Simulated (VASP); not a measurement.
The system is CdS.

```
Cd S
1.0
     0.00000    2.94295    2.94295
     2.94295    0.00000    2.94295
     2.94295    2.94295    0.00000
Cd S
1 1
Direct
  0.00000 0.00000 0.00000
  0.25000 0.25000 0.25000
```

- Program: VASP 6.6.1
- Task: relaxation of cell and atoms
- Functional: PBEsol
- Potentials or basis: VASP PAW PBE potentials, release 64 (Cd, S)
- Cutoff: 600 eV
- k mesh: 8 × 8 × 8
- Occupations: gaussian, width 0.02 eV
- Spin: no spin polarisation

At the start: pressure -1.5 GPa; volume 25.49 Å³/atom.

Problem. Where does the relaxation end?

Solution. Over 3 steps the energy falls by 3.1 meV/atom and the volume is 24.84 Å³/atom (-2.5 %); space group F-43m (No. 216, to 0.05 Å).

Step by step:
| step | energy change (eV) | largest force (eV/Å) | pressure (GPa) | volume (Å³) |
| --- | --- | --- | --- | --- |
| 1 | 0.0000 | 0.0000 | -1.48 | 50.98 |
| 2 | -0.0054 | 0.0000 | 0.54 | 49.26 |
| 3 | -0.0062 | 0.0000 | 0.01 | 49.68 |

Final structure:
```
CELL_PARAMETERS angstrom
0.00000 2.91781 2.91781
2.91781 0.00000 2.91781
2.91781 2.91781 0.00000
ATOMIC_POSITIONS crystal
Cd 0.00000 0.00000 0.00000
S 0.25000 0.25000 0.25000
```

Caveat: the PAW data sets were made with another functional, which shifts forces and pressure a little.
